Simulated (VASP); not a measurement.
The system is Ti2Ga.

```
Ti Ga
1.0
     4.51000    0.00000    0.00000
    -2.25500    3.90577    0.00000
     0.00000    0.00000    5.50000
Ti Ga
4 2
Cartesian
  0.0000 2.6038 4.1250
  2.2550 1.3019 1.3750
  0.0000 0.0000 0.0000
  0.0000 0.0000 2.7500
  0.0000 2.6038 1.3750
  2.2550 1.3019 4.1250
```

Base run:

| Item | Value |
| --- | --- |
| Program | VASP 6.6.1 |
| Functional | LDA |
| Potentials or basis | VASP PAW LDA potentials, release 64 (Ti_sv, Ga_d) |
| Cutoff | 520 eV |
| k mesh | 6 × 6 × 4 |
| Occupations | methfessel-paxton, width 0.05 eV |
| Spin | no spin polarisation |

Its results: band gap on the k mesh zero (band 37 reaches 8.17 eV, above the bottom of band 38 at 7.34 eV); pressure -8.3 GPa.

Question: After a change of settings the same cell gave: band gap on the k mesh zero (band 37 reaches 7.73 eV, above the bottom of band 38 at 7.30 eV); pressure -7.0 GPa. Which change was it?
A. k mesh from 6 × 6 × 4 to 2 × 2 × 2
B. k mesh from 6 × 6 × 4 to 3 × 3 × 2
C. k mesh from 6 × 6 × 4 to 5 × 5 × 4; further incar settings from ALGO = Normal; EDIFF = 1e-06; NBANDS = 46 to ALGO = Normal; EDIFF = 1e-07; NBANDS = 46
D. k mesh from 6 × 6 × 4 to 4 × 4 × 3

Answer: A.

Caveats: some runs use coarse meshes.
